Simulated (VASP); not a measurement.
Here is a VASP 6.6.1 calculation.

File INCAR:

```
PREC = Accurate ; ENCUT = 520
EDIFF = 1E-6 ; ISMEAR = 0
SIGMA = 0.1 ; LREAL = F
LASPH = T ; NELM = 60
ALGO = Normal ; ISIF = 2
LWAVE = F ; LCHARG = T
GGA = PE ; LELF = T
LVHAR = T ; NBANDS = 36
```

File KPOINTS:

```
regular mesh
0
Gamma
  6 6 2
```

Contents of POSCAR:

```
Ga3Sb2As
1.0
    4.2923402681      0.0000000000      0.0000000000
   -2.1461701340      3.7172757139      0.0000000000
    0.0000000000      0.0000000000     10.4843484630
Ga Sb As
3 2 1
Direct
    0.0000000000      0.0000000000     -0.0129371600
    0.6666666667      0.3333333333      0.3326361509
    0.3333333333      0.6666666667      0.6798575944
    0.6666666667      0.3333333333      0.0776041249
    0.3333333333      0.6666666667      0.4229219418
    0.0000000000      0.0000000000      0.7499173480
```

Potentials or basis: VASP PAW PBE potentials, release 64 (Ga_d, Sb, As).

Launch:

```bash
$ cat potpaw_PBE.64/Ga_d/POTCAR potpaw_PBE.64/Sb/POTCAR potpaw_PBE.64/As/POTCAR > POTCAR
$ mpirun -np 1 vasp_std > vasp.out
```

(1) Predict the band gap on the k mesh.

(2) Predict the pressure.

## Answers

(1) zero (band 27 reaches 4.29 eV, above the bottom of band 28 at 4.16 eV).

(2) 0.2 GPa.

Caveat: spin-orbit coupling is left out, which moves the levels of the heavy elements.
